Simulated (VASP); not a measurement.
Input of a VASP 6.6.1 run:

The input INCAR:

```
SYSTEM = ScTlCl4
PREC = Accurate ; ENCUT = 520
EDIFF = 1E-7 ; ISMEAR = 0
SIGMA = 0.1 ; LREAL = .False.
LASPH = .True. ; NELM = 100
ALGO = Normal ; ISIF = 2
LWAVE = .False. ; LCHARG = .True.
GGA = PE ; LELF = .True.
LVHAR = .True. ; NBANDS = 35
```

File KPOINTS:

```
Automatic mesh
0
Gamma
  4 4 4
  0 0 0
```

POSCAR

```
ScTlCl4
1.0
    0.0000000000      4.3536533700      4.3536533700
    4.3536533700      0.0000000000      4.3536533700
    4.3536533700      4.3536533700      0.0000000000
Sc Tl Cl
1 1 4
Direct
    0.0000000000      0.0000000000      0.0000000000
    0.7500000000      0.7500000000      0.7500000000
    0.8708212100      0.3763929300      0.3763929300
    0.3763929300      0.3763929300      0.3763929300
    0.3763929300      0.8708212100      0.3763929300
    0.3763929300      0.3763929300      0.8708212100
```

Potentials or basis: VASP PAW PBE potentials, release 64 (Sc_sv, Tl_d, Cl).

Command:

```console
$ cat potpaw_PBE.64/Sc_sv/POTCAR potpaw_PBE.64/Tl_d/POTCAR potpaw_PBE.64/Cl/POTCAR > POTCAR
$ mpirun -np 1 vasp_std > vasp.out
```

(1) Predict the pressure.

(2) Predict the largest force.

## Answers

(1) -2.4 GPa.

(2) 0.283 eV/Å.
